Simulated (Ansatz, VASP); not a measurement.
**CdF2: VASP beside Ansatz**

File INCAR:

```
SYSTEM = CdF2
PREC = Accurate ; ENCUT = 520
EDIFF = 1E-7 ; ISMEAR = 0
SIGMA = 0.05 ; LREAL = .FALSE.
LASPH = .TRUE. ; NELM = 60
ALGO = Normal ; ISIF = 2
LWAVE = .FALSE. ; LCHARG = .FALSE.
GGA = B5 ; ALDAX = 1.0
AGGAX = 1.0 ; AGGAC = 1.0
ALDAC = 0.0 ; NBANDS = 20
```

The input KPOINTS:

```
regular mesh
0
G
  8 8 8
  0 0 0
```

The input POSCAR:

```
CdF2
1.0
    0.0000000000      2.7847467675      2.7847467675
    2.7847467675      0.0000000000      2.7847467675
    2.7847467675      2.7847467675      0.0000000000
Cd F
1 2
Direct
    0.0000000000      0.0000000000      0.0000000000
    0.2500000000      0.2500000000      0.2500000000
    0.7500000000      0.7500000000      0.7500000000
```

Input for Ansatz:

```yaml
crystal:
  lattice:
    - [0.0, 2.7847467675, 2.7847467675]
    - [2.7847467675, 0.0, 2.7847467675]
    - [2.7847467675, 2.7847467675, 0.0]
  atoms:
    - { symbol: Cd, position: [0.0, 0.0, 0.0] }
    - { symbol: F, position: [0.25, 0.25, 0.25] }
    - { symbol: F, position: [0.75, 0.75, 0.75] }
basis:
  ecutwfc: 420
  ecutrho_ratio: 4
kpoints:
  mp_grid: { grid: [8, 8, 8] }
hamiltonian:
  xc: blyp
scf:
  occupations: { method: gaussian, width: 0.05 }
output:
  forces: true
  stress: true
  eigenvalues: true
```

Alike in both runs: task single point; functional BLYP; k mesh 8 × 8 × 8; occupations gaussian, width 0.05 eV; no spin polarisation.

```csv
,VASP,Ansatz
version,VASP 6.6.1,Ansatz 0.2.0
potentials or method,"VASP PAW PBE potentials, release 64 (Cd, F), cutoff 520 eV","scalar-relativistic, plane waves, PAW"
valence electrons in the cell,26,34
```

```tsv
	VASP	Ansatz	Ansatz less VASP
gap on the k mesh at the Fermi level (eV)	2.77	2.77	0.000
least direct gap on the mesh (eV)	3.35	3.36	+0.003
pressure (GPa)	-1.2	-1.7	-0.42
```

VASP's potentials were made for PBE, not for BLYP. VASP's potentials hold 26 valence electrons a cell and Ansatz's 34, so a difference there can come from the potentials and not from the codes.
